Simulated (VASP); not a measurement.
# SiNi3 (Pm-3m) in VASP: notebook

Runs on SiNi3. Level: PBEsol. Tasks: single point.

Program: VASP 6.6.1. These are calculated values, not measurements. Logs are shortened: lines on timing, memory, paths and dates and some standing lists are left out, and cuts for length are marked.

### 1 The cell of the first run

It takes space group Pm-3m (No. 221, cubic). The conventional cell has a = 3.542 Å, b = 3.542 Å, c = 3.542 Å, α = 90.00°, β = 90.00°, γ = 90.00°. Within 3.3 Å of Ni (site symmetry 4/mmm) lie 8 Ni at 2.50 Å and 4 Si at 2.50 Å. Si (site symmetry m-3m) has 12 Ni at 2.50 Å within 3.3 Å.

### 2 Single point, PBEsol, collinear spin, zero start

Contents of INCAR:

```
SYSTEM = SiNi3
ALGO = Normal
EDIFF = 1E-6
ENCUT = 520
GGA = PS
ISIF = 2
ISMEAR = -1
ISPIN = 2
LASPH = .TRUE.
LCHARG = .TRUE.
LELF = .TRUE.
LMAXMIX = 4
LORBIT = 11
LREAL = .FALSE.
LVHAR = .TRUE.
LWAVE = .FALSE.
MAGMOM = 0 0 0 0
NBANDS = 29
NELM = 150
NUPDOWN = 0.0
PREC = Accurate
SIGMA = 0.05
```

Contents of KPOINTS:

```
k-points
0
G
  6 6 6
  0 0 0
```

Contents of POSCAR:

```
SiNi3
1.0
    3.5420000000      0.0000000000      0.0000000000
    0.0000000000      3.5420000000      0.0000000000
    0.0000000000      0.0000000000      3.5420000000
Ni Si
3 1
Direct
    0.5000000000      0.5000000000      0.0000000000
    0.5000000000      0.0000000000      0.5000000000
    0.0000000000      0.5000000000      0.5000000000
    0.0000000000      0.0000000000      0.0000000000
```

Potentials or basis: VASP PAW PBE potentials, release 64 (Ni, Si).

Started as:

```bash
$ cat potpaw_PBE.64/Ni/POTCAR potpaw_PBE.64/Si/POTCAR > POTCAR
$ mpirun -np 1 vasp_std > vasp.out
```

OUTCAR:

```text
SYSTEM = SiNi3
   EDIFF = 1E-6
   ENCUT = 520
   GGA = PS
   ISIF = 2
   ISMEAR = -1
   ISPIN = 2
   LASPH = .TRUE.
   LORBIT = 11
   LREAL = .FALSE.
   NELM = 150
   NUPDOWN = 0.0
   PREC = Accurate

 ion  position               nearest neighbor table
   1  0.500  0.500  0.000-   2 2.50   3 2.50   4 2.50   2 2.50   3 2.50   2 2.50   4 2.50   2 2.50
                             3 2.50   4 2.50   3 2.50   4 2.50
   2  0.500  0.000  0.500-   1 2.50   3 2.50   4 2.50   1 2.50   4 2.50   1 2.50   3 2.50   1 2.50
                             3 2.50   4 2.50   4 2.50   3 2.50
   3  0.000  0.500  0.500-   1 2.50   2 2.50   4 2.50   1 2.50   4 2.50   2 2.50   4 2.50   4 2.50
                             1 2.50   2 2.50   1 2.50   2 2.50
   4  0.000  0.000  0.000-   1 2.50   2 2.50   3 2.50   2 2.50   3 2.50   1 2.50   3 2.50   3 2.50
                             1 2.50   2 2.50   2 2.50   1 2.50

  LATTYP: Found a simple cubic cell.
 ALAT       =     3.5420000000

  Lattice vectors:

 A1 = (   3.5420000000,   0.0000000000,   0.0000000000)
 A2 = (   0.0000000000,   3.5420000000,   0.0000000000)
 A3 = (   0.0000000000,   0.0000000000,   3.5420000000)

Analysis of symmetry for initial positions (statically):
=====================================================================
 Subroutine PRICEL returns:
 Original cell was already a primitive cell.

 Routine SETGRP: Setting up the symmetry group for a
 simple cubic supercell.

 Subroutine GETGRP returns: Found 48 space group operations
 (whereof 48 operations were pure point group operations)
 out of a pool of 48 trial point group operations.

The static configuration has the point symmetry O_h .

Analysis of symmetry for dynamics (positions and initial velocities):
=====================================================================
 Subroutine PRICEL returns:
 Original cell was already a primitive cell.

 Routine SETGRP: Setting up the symmetry group for a
 simple cubic supercell.

 Subroutine GETGRP returns: Found 48 space group operations
 (whereof 48 operations were pure point group operations)
 out of a pool of 48 trial point group operations.

The dynamic configuration has the point symmetry O_h .

Analysis of structural, dynamic, and magnetic symmetry:
=====================================================================
 Subroutine PRICEL returns:
 Original cell was already a primitive cell.

 Routine SETGRP: Setting up the symmetry group for a
 simple cubic supercell.

 Subroutine GETGRP returns: Found 48 space group operations
[... 129 lines left out ...]
   AEXX    =    0.0000 exact exchange contribution
   IVDW    =     0    specifies the selected vdW correction
   LEPSILON=     F    determine dielectric tensor
   LRPA    =     F    only Hartree local field effects (RPA)
 spin polarized calculation
  energy-cutoff  :      520.00
  volume of cell :       44.44
 maximum number of plane-waves:      1222
 NGX is ok and might be reduce to    28
   NGX = 13   NGY = 13   NGZ = 13

 number of electron      33.9999988 magnetization      -0.0000000

 number of electron      33.9999988 magnetization       0.0000000

 Free energy of the ion-electron system (eV)
  ---------------------------------------------------
  ext. energy  EPLUGINS =         0.00000000
  ---------------------------------------------------
  free energy    TOTEN  =       -26.16161135 eV

  energy without entropy =      -26.14658451  energy(sigma->0) =      -26.15409793

 E-fermi :  10.0723     XC(G=0): -13.0721

 val. band max:       10.0388991469   @ k =   0.5000   0.5000   0.3333
 cond. band min:      10.0800391263   @ k =   0.0000   0.0000   0.0000
 fundamental gap:      0.0411399794
 Fermi energy:        10.0723181699

 spin component 1

 k-point     1 :       0.0000    0.0000    0.0000
  band No.  band energies     occupation
      1      -1.6315      1.00000
      2       5.3664      1.00000
      3       6.1681      1.00000
      4       6.1681      1.00000
      5       6.6659      1.00000
      6       6.6659      1.00000
[... 629 lines left out ...]
     28      26.6239      0.00000
     29      31.0819      0.00000
 Fermi energy:        10.0723162358

 spin component 2

 k-point     1 :       0.0000    0.0000    0.0000
  band No.  band energies     occupation
      1      -1.6315      1.00000
      2       5.3664      1.00000
      3       6.1681      1.00000
      4       6.1681      1.00000
      5       6.6658      1.00000
      6       6.6658      1.00000
[... 629 lines left out ...]
     28      26.6239      0.00000
     29      31.0820      0.00000

------------------------ aborting loop because EDIFF is reached ----------------------------------------

  FORCE on cell =-STRESS in cart. coord.  units (eV):
  Direction    XX          YY          ZZ          XY          YZ          ZX
  --------------------------------------------------------------------------------------
  -------------------------------------------------------------------------------------
  Total       -3.8419001     -3.8419001     -3.8419001      0.0000000     -0.0000000     -0.0000000
  in kB     -138.5195201   -138.5195201   -138.5195201      0.0000000     -0.0000000     -0.0000000
  external PRESSURE =    -138.5195201 kB  Pullay stress =       0.0000000 kB

 VOLUME and BASIS-vectors are now :
 -----------------------------------------------------------------------------
  energy-cutoff  :      520.00
  volume of cell :       44.44
      direct lattice vectors                 reciprocal lattice vectors
     3.542000000  0.000000000  0.000000000     0.282326369  0.000000000  0.000000000
     0.000000000  3.542000000  0.000000000     0.000000000  0.282326369  0.000000000
     0.000000000  0.000000000  3.542000000     0.000000000  0.000000000  0.282326369

 POSITION                                       TOTAL-FORCE (eV/Angst)
 -----------------------------------------------------------------------------------
      1.77100      1.77100      0.00000         0.000000      0.000000      0.000000
      1.77100      0.00000      1.77100         0.000000      0.000000      0.000000
      0.00000      1.77100      1.77100         0.000000      0.000000      0.000000
      0.00000      0.00000      0.00000         0.000000      0.000000      0.000000
 -----------------------------------------------------------------------------------
    total drift:                                0.000000      0.000000      0.000000

  FREE ENERGIE OF THE ION-ELECTRON SYSTEM (eV)
  ---------------------------------------------------
  free  energy   TOTEN  =       -26.1616113490 eV

  energy  without entropy=      -26.1465845076  energy(sigma->0) =      -26.15409793

 total charge

# of ion       s       p       d       tot
------------------------------------------
    1        0.475   0.543   8.395   9.414
    2        0.475   0.543   8.395   9.414
    3        0.475   0.543   8.395   9.414
    4        0.729   0.799   0.000   1.528
--------------------------------------------------
tot          2.154   2.429  25.186  29.769

 magnetization (x)

# of ion       s       p       d       tot
------------------------------------------
    1        0.000  -0.000   0.000   0.000
    2        0.000  -0.000   0.000   0.000
    3        0.000  -0.000   0.000   0.000
    4        0.000   0.000   0.000   0.000
--------------------------------------------------
tot          0.000  -0.000   0.000   0.000
```

OSZICAR:

```text
N       E                     dE             d eps       ncg     rms          rms(c)
DAV:   1     0.207863839472E+03    0.20786E+03   -0.14839E+04  2336   0.154E+03
DAV:   2    -0.153829071755E+02   -0.22325E+03   -0.20745E+03  2325   0.303E+02
DAV:   3    -0.300913559576E+02   -0.14708E+02   -0.13868E+02  2637   0.939E+01
DAV:   4    -0.303621101477E+02   -0.27075E+00   -0.27013E+00  2643   0.125E+01
DAV:   5    -0.303692494631E+02   -0.71393E-02   -0.71386E-02  2832   0.176E+00    0.202E+01
DAV:   6    -0.305317041342E+02   -0.16245E+00   -0.28788E+01  2767   0.954E+01    0.186E+01
DAV:   7    -0.262484603104E+02    0.42832E+01   -0.10354E+01  2847   0.531E+01    0.345E+00
DAV:   8    -0.261763997317E+02    0.72061E-01   -0.25936E-01  2739   0.366E+00    0.117E+00
DAV:   9    -0.261633466954E+02    0.13053E-01   -0.11651E-02  3404   0.118E+00    0.391E-01
DAV:  10    -0.261616153170E+02    0.17314E-02   -0.13812E-03  2708   0.314E-01    0.108E-01
DAV:  11    -0.261616228357E+02   -0.75187E-05   -0.17625E-04  3100   0.124E-01    0.437E-02
DAV:  12    -0.261616168473E+02    0.59884E-05   -0.13813E-05  2577   0.326E-02    0.199E-02
DAV:  13    -0.261616126323E+02    0.42150E-05   -0.22434E-06  2942   0.203E-02    0.677E-03
DAV:  14    -0.261616114739E+02    0.11583E-05   -0.97306E-07  1540   0.668E-03    0.167E-03
DAV:  15    -0.261616113490E+02    0.12492E-06   -0.20313E-07  1390   0.455E-03
   1 F= -.26161611E+02 E0= -.26154098E+02  d E =-.150268E-01  mag=     0.0000
```

stdout:

```text
POSCAR found type information on POSCAR NiSi
 POSCAR found :  2 types and       4 ions
 scaLAPACK will be used
 -----------------------------------------------------------------------------
|                                                                             |
|                                                                             |
|     You enforced a specific xc type in the INCAR file but a different       |
|     I HOPE YOU KNOW WHAT YOU ARE DOING!                                     |
|                                                                             |
 -----------------------------------------------------------------------------

 LDA part: xc-table for (Slater+PW92), standard interpolation
 POSCAR, INCAR and KPOINTS ok, starting setup
 FFT: planning ... GRIDC
 FFT: planning ... GRID_SOFT
 FFT: planning ... GRID
 WAVECAR not read
 entering main loop
```

It took 26 s on 1 thread of Intel Xeon 6975P-C (Granite Rapids), shared host; peak memory 0.18 GiB.

What came out:

```yaml
Free_energy: -26.1616 eV
Pressure: -13.9 GPa
Net_moment: 0.00 μB per cell
Valence_electrons_inside_the_program's_atomic_spheres: Ni 9.41; Si 1.53
```

Caveat: the cell stands under tension; the PAW data sets were made with another functional, which shifts forces and pressure a little; the total moment is fixed, so each spin has its own Fermi level.

### 3 Single point, PBEsol, collinear spin, ferromagnetic start

Contents of INCAR:

```
SYSTEM = SiNi3
ALGO = Normal ; EDIFF = 1E-7
ENCUT = 520 ; GGA = PS
ISIF = 2 ; ISMEAR = -1
ISPIN = 2 ; LASPH = .True.
LCHARG = .False. ; LMAXMIX = 4
LORBIT = 11 ; LREAL = .False.
LWAVE = .False. ; MAGMOM = 0.266667 0.266667 0.266667 0
NBANDS = 29 ; NELM = 150
NUPDOWN = 0.8 ; PREC = Accurate
SIGMA = 0.05
```

Contents of KPOINTS:

```
k-points
0
Gamma
  6 6 6
  0 0 0
```

POSCAR is that of step 2.

Potentials or basis: VASP PAW PBE potentials, release 64 (Ni, Si).

Started as:

```bash
$ cat potpaw_PBE.64/Ni/POTCAR potpaw_PBE.64/Si/POTCAR > POTCAR
$ mpirun -np 1 vasp_std > vasp.out
```

Run time: 29 s. Hardware: 1 thread of Intel Xeon 6975P-C (Granite Rapids), shared host; peak memory 0.19 GiB.

It converged, with:

| Item | Value |
| --- | --- |
| Free energy | -26.0540 eV |
| Pressure | -13.1 GPa |
| Net moment | 0.80 μB per cell |
| Site moments | Ni +0.27; Si +0.00 μB |
| Valence electrons inside the program's atomic spheres | Ni 9.41; Si 1.53 |

Caveat: the cell stands under tension; the PAW data sets were made with another functional, which shifts forces and pressure a little; the total moment is fixed, so each spin has its own Fermi level.

### 4 Single point, PBEsol, collinear spin, ferromagnetic start

Contents of INCAR:

```
PREC = Accurate
ENCUT = 520
EDIFF = 1E-6
ISMEAR = -1
SIGMA = 0.05
LREAL = False
LASPH = True
NELM = 150
ALGO = Normal
ISIF = 2
LWAVE = False
LCHARG = True
ISPIN = 2
MAGMOM = 0.5 0.5 0.5 0
LORBIT = 11
NUPDOWN = 1.5
LMAXMIX = 4
GGA = PS
LELF = True
LVHAR = True
NBANDS = 29
```

Contents of KPOINTS:

```
Automatic mesh
0
Gamma
  6 6 6
```

POSCAR is that of step 3.

Started as:

```bash
$ cat potpaw_PBE.64/Ni/POTCAR potpaw_PBE.64/Si/POTCAR > POTCAR
$ mpirun -np 1 vasp_std > vasp.out
```

It took 26 s on 1 thread of Intel Xeon 6975P-C (Granite Rapids), shared host; peak memory 0.19 GiB.

It converged, with:

* Free energy: -25.8675 eV
* Pressure: -11.6 GPa
* Net moment: 1.50 μB per cell
* Site moments: Ni +0.49; Si +0.03 μB
* Valence electrons inside the program's atomic spheres: Ni 9.40; Si 1.54

Caveat: the cell stands under tension; the PAW data sets were made with another functional, which shifts forces and pressure a little; the total moment is fixed, so each spin has its own Fermi level.

### 5 Single point, PBEsol, collinear spin, ferromagnetic start

Contents of INCAR:

```
SYSTEM = SiNi3
PREC     = Accurate       ! precision mode
ENCUT    = 520            ! plane-wave cutoff, eV
EDIFF    = 1E-7           ! SCF threshold, eV
ISMEAR   = -1             ! smearing method
SIGMA    = 0.05           ! smearing width, eV
LREAL    = .False.        ! projectors in reciprocal space
LASPH    = .True.         ! aspherical terms in the spheres
NELM     = 150            ! most SCF steps
ALGO     = Normal         ! electronic algorithm
ISIF     = 2              ! what is computed and relaxed
LWAVE    = .False.        ! write WAVECAR
LCHARG   = .False.        ! write CHGCAR
ISPIN    = 2              ! spin polarisation
MAGMOM   = 0.733333 0.733333 0.733333 0 ! initial moments
LORBIT   = 11             ! projections on sites
NUPDOWN  = 2.2            ! fixed moment
LMAXMIX  = 4              ! l up to which the mixer works
GGA      = PS             ! functional
NBANDS   = 29             ! bands
```

Contents of KPOINTS:

```
Automatic mesh
0
Gamma
  6 6 6
  0 0 0
```

POSCAR is that of step 4.

Started as:

```bash
$ cat potpaw_PBE.64/Ni/POTCAR potpaw_PBE.64/Si/POTCAR > POTCAR
$ mpirun -np 1 vasp_std > vasp.out
```

Run time: 29 s. Hardware: 1 thread of Intel Xeon 6975P-C (Granite Rapids), shared host; peak memory 0.19 GiB.

The run converged. Its results:

```yaml
Free_energy: -25.5327 eV
Pressure: -9.4 GPa
Net_moment: 2.20 μB per cell
Site_moments: Ni +0.69; Si +0.06 μB
Valence_electrons_inside_the_program's_atomic_spheres: Ni 9.39; Si 1.55
```

Caveat: the cell stands under tension; the PAW data sets were made with another functional, which shifts forces and pressure a little; the total moment is fixed, so each spin has its own Fermi level.

### 6 Single point, PBEsol, collinear spin, ferromagnetic start

Contents of INCAR:

```
SYSTEM = SiNi3
PREC = Accurate
ENCUT = 520
EDIFF = 1E-7
ISMEAR = -1
SIGMA = 0.05
LREAL = .FALSE.
LASPH = .TRUE.
NELM = 150
ALGO = Normal
ISIF = 2
LWAVE = .FALSE.
LCHARG = .FALSE.
ISPIN = 2
MAGMOM = 1 1 1 0
LORBIT = 11
NUPDOWN = 3.0
LMAXMIX = 4
GGA = PS
NBANDS = 29
```

Contents of KPOINTS:

```
Automatic mesh
0
G
  6 6 6
  0 0 0
```

POSCAR is that of step 5.

Potentials or basis: VASP PAW PBE potentials, release 64 (Ni, Si).

Started as:

```bash
$ cat potpaw_PBE.64/Ni/POTCAR potpaw_PBE.64/Si/POTCAR > POTCAR
$ mpirun -np 1 vasp_std > vasp.out
```

Run time: 28 s. Hardware: 1 thread of Intel Xeon 6975P-C (Granite Rapids), shared host; peak memory 0.19 GiB.

The run converged. Its results:

```
Free energy                                           : -24.9693 eV
Pressure                                              : -6.3 GPa
Net moment                                            : 3.00 μB per cell
Site moments                                          : Ni +0.90; Si +0.13 μB
Valence electrons inside the program's atomic spheres : Ni 9.38; Si 1.57
```

Caveat: the cell stands under tension; the PAW data sets were made with another functional, which shifts forces and pressure a little; the total moment is fixed, so each spin has its own Fermi level.

### 7 The runs side by side

```csv
spin,fixed moment (μB),pressure (GPa),moment (μB)
"collinear, zero start",0.0,-13.9,0.00
"collinear, ferromagnetic start",0.8,-13.1,0.80
"collinear, ferromagnetic start",1.5,-11.6,1.50
"collinear, ferromagnetic start",2.2,-9.4,2.20
"collinear, ferromagnetic start",3.0,-6.3,3.00
```

Alike in all rows: task single point; level PBEsol; potentials or basis VASP PAW PBE potentials, release 64 (Ni, Si); cell as given; k mesh 6 × 6 × 6; cutoff (eV) 520; smearing fermi-dirac 0.05 eV.

Caveats: the cell stands under tension; the PAW data sets were made with another functional, which shifts forces and pressure a little; the total moment is fixed, so each spin has its own Fermi level.

Total energies depend on the potentials used, so only differences within one code and one set of settings carry meaning.
